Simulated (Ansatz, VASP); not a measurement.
# Cu in VASP and in Ansatz

INCAR

```
SYSTEM = Cu
  ALGO = Normal
  EDIFF = 1E-6
  EDIFFG = -0.04
  ENCUT = 600
  GGA = PE
  IBRION = 2
  ISIF = 3
  ISMEAR = 0
  LASPH = .TRUE.
  LCHARG = .FALSE.
  LREAL = .FALSE.
  LWAVE = .FALSE.
  NELM = 60
  NSW = 90
  PREC = Accurate
  SIGMA = 0.1
```

Contents of KPOINTS:

```
k-points
0
G
  4 4 4
  0 0 0
```

File POSCAR:

```
Cu
1.0
    4.5274688734      0.0000000000      0.0000000000
    0.0000000000      4.5274688734      0.0000000000
    0.0000000000      0.0000000000      4.5274688734
Cu
8
Direct
    0.5000000000      0.5000000000      0.5000000000
    0.0000000000      0.0000000000      0.0000000000
    0.2500000000      0.0000000000      0.5000000000
    0.5000000000      0.2500000000      0.0000000000
    0.5000000000      0.7500000000      0.0000000000
    0.7500000000      0.0000000000      0.5000000000
    0.0000000000      0.5000000000      0.7500000000
    0.0000000000      0.5000000000      0.2500000000
```

Input for Ansatz:

```yaml
crystal:
  lattice:
    - [4.5274688734, 0.0, 0.0]
    - [0.0, 4.5274688734, 0.0]
    - [0.0, 0.0, 4.5274688734]
  atoms:
    - { symbol: Cu, position: [0.5, 0.5, 0.5] }
    - { symbol: Cu, position: [0.0, 0.0, 0.0] }
    - { symbol: Cu, position: [0.25, 0.0, 0.5] }
    - { symbol: Cu, position: [0.5, 0.25, 0.0] }
    - { symbol: Cu, position: [0.5, 0.75, 0.0] }
    - { symbol: Cu, position: [0.75, 0.0, 0.5] }
    - { symbol: Cu, position: [0.0, 0.5, 0.75] }
    - { symbol: Cu, position: [0.0, 0.5, 0.25] }
basis:
  ecutwfc: 420
kpoints:
  mp_grid: { grid: [4, 4, 4] }
hamiltonian:
  xc: pbe
scf:
  occupations: { method: gaussian, width: 0.1 }
  lower_state_search: "off"
output:
  forces: true
  stress: true
  eigenvalues: true
relax:
  adjacent_minimum: "off"
  f_tol: 0.04
  max_steps: 70
  cell: { stress_tol: 0.4 }
```

Alike in both runs: task relaxation of cell and atoms; functional PBE; k mesh 4 × 4 × 4; occupations gaussian, width 0.1 eV; no spin polarisation.

|  | VASP | Ansatz |
| --- | --- | --- |
| version | VASP 6.6.1 | Ansatz 0.2.0 |
| potentials or method | VASP PAW PBE potentials, release 64 (Cu), cutoff 600 eV | scalar-relativistic, plane waves, PAW |
| valence electrons in the cell | 88 | 152 |

```csv
,VASP,Ansatz,Ansatz less VASP
"gap on the k mesh at the Fermi level, each at its own relaxed structure (eV)",none,none,-
relaxed volume (Å³/atom),12.32,12.24,-0.081
relaxed cell length with the largest relative difference (Å),4.620,4.609,-0.0102
```

A gap of «none» marks a metal or a gap that the smearing closes. VASP's potentials hold 88 valence electrons a cell and Ansatz's 152, so a difference there can come from the potentials and not from the codes.
